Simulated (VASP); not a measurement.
Wanted: the native input for a VASP 6.6.1 run.

| Property | Result |
| --- | --- |
| Task | single point |
| Functional | r2SCAN50 |
| Potentials or basis | VASP PAW PBE potentials, release 64 (Ta_sv_GW) |
| Cutoff | 440 eV |
| k mesh | 6 × 6 × 6 |
| Occupations | fermi-dirac, width 0.05 eV |
| Spin | no spin polarisation |
| Dipole correction | no |
| Grid for exact exchange (PRECFOCK) | Normal |
| Further INCAR settings | ALGO = Normal; EDIFF = 1e-06; NBANDS = 12 |
| Share of exact exchange | 0.5 |

The system is Ta.

```xyz
1
Lattice="-1.6402 1.6402 1.6402 1.6402 -1.6402 1.6402 1.6402 1.6402 -1.6402" Properties=species:S:1:pos:R:3 pbc="T T T"
Ta    0.0000    0.0000    0.0000
```

These files were run (other wordings do the same):

POSCAR

```
Ta
1.0
   -1.6401972500      1.6401972500      1.6401972500
    1.6401972500     -1.6401972500      1.6401972500
    1.6401972500      1.6401972500     -1.6401972500
Ta
1
Direct
    0.0000000000      0.0000000000      0.0000000000
```

INCAR.step1

```
SYSTEM = Ta
ALGO = Normal ; EDIFF = 1E-5
ENCUT = 440 ; GGA = PE
GGA_COMPAT = .FALSE. ; ISIF = 2
ISMEAR = -1 ; LASPH = .TRUE.
LREAL = .FALSE. ; LWAVE = .TRUE.
NBANDS = 12 ; NELM = 120
PREC = Accurate ; SIGMA = 0.05
```

INCAR.step2

```
SYSTEM = Ta
AEXX = 0.5 ; ALGO = Normal
EDIFF = 1E-6 ; ENCUT = 440
GGA_COMPAT = .FALSE. ; ISIF = 2
ISMEAR = -1 ; ISTART = 1
LASPH = .TRUE. ; LCHARG = .TRUE.
LELF = .TRUE. ; LHFCALC = .TRUE.
LMIXTAU = .TRUE. ; LREAL = .FALSE.
LVHAR = .TRUE. ; LWAVE = .FALSE.
METAGGA = R2SCAN ; NBANDS = 12
NELM = 120 ; PREC = Accurate
PRECFOCK = Normal ; SIGMA = 0.05
```

KPOINTS

```
k-points
0
G
  6 6 6
  0 0 0
```

Potentials or basis: VASP PAW PBE potentials, release 64 (Ta_sv_GW).

Command:

```sh
$ cat potpaw_PBE.64/Ta_sv_GW/POTCAR > POTCAR
$ cp INCAR.step1 INCAR
$ mpirun -np 1 vasp_std > vasp.out
$ cp INCAR.step2 INCAR
$ mpirun -np 1 vasp_std > vasp.out
```

Results of the run:

| Item | Value |
| --- | --- |
| Pressure | -14.0 GPa |
| Band gap on the k mesh | zero (an odd number of electrons rules out a gap without spin polarisation) |

Caveat: the k points lie up to 0.45 Å⁻¹ apart, too coarse for converged energies and pressures of a metal; the PAW data sets were made with another functional, which shifts forces and pressure a little; spin-orbit coupling is left out, which moves the levels of the heavy elements.

Wall time 6.2 min on 1 thread of Intel(R) Xeon(R) 6975P-C (Granite Rapids), with other jobs on the host, peak memory 0.14 GiB.
